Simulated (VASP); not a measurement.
Set up this calculation in VASP 6.6.1, as the native input.

```
Task                   : single point
Functional             : PBEsol
Potentials or basis    : VASP PAW PBE potentials, release 64 (Mg, O)
Cutoff                 : 520 eV
k mesh                 : 9 × 9 × 8
Occupations            : gaussian, width 0.05 eV
Spin                   : no spin polarisation
Dipole correction      : no
Further INCAR settings : ALGO = Normal; EDIFF = 1e-06; NBANDS = 11
```

The structure of MgO lies in POSCAR:

```
MgO
1.0
    2.9380209034      0.0000000000      0.0000000000
   -1.4690104517      2.5444007392      0.0000000000
    0.0000000000      0.0000000000      2.6796800000
Mg O
1 1
Direct
    0.0196509926      0.0393019851     -0.0373178887
    0.3333333333      0.6666666667      0.5000000000
```

This cell differs from its parent crystal: atom 1 (Mg) moved by (+0.100, -0.100) A along y and z.

The input as run:

INCAR

```
PREC = Accurate
ENCUT = 520
EDIFF = 1E-6
ISMEAR = 0
SIGMA = 0.05
LREAL = F
LASPH = T
NELM = 60
ALGO = Normal
ISIF = 2
LWAVE = F
LCHARG = F
GGA = PS
NBANDS = 11
```

KPOINTS

```
regular mesh
0
Gamma
  9 9 8
```

Potentials or basis: VASP PAW PBE potentials, release 64 (Mg, O).

Launch:

```sh
$ cat potpaw_PBE.64/Mg/POTCAR potpaw_PBE.64/O/POTCAR > POTCAR
$ mpirun -np 1 vasp_std > vasp.out
```

It gave:

| Quantity | Value |
| --- | --- |
| Pressure | -2.7 GPa |
| Largest force | 0.580 eV/Å |
| Band gap on the k mesh | 2.91 eV, indirect (least direct gap 3.33 eV) |

Caveat: the cell differs from its parent crystal (atom 1 (Mg) moved by (+0.100, -0.100) A along y and z); the PAW data sets were made with another functional, which shifts forces and pressure a little.

It took 27 s on 1 thread of AMD EPYC 9R45 (Zen 5), with other jobs on the host, peak memory 0.13 GiB.
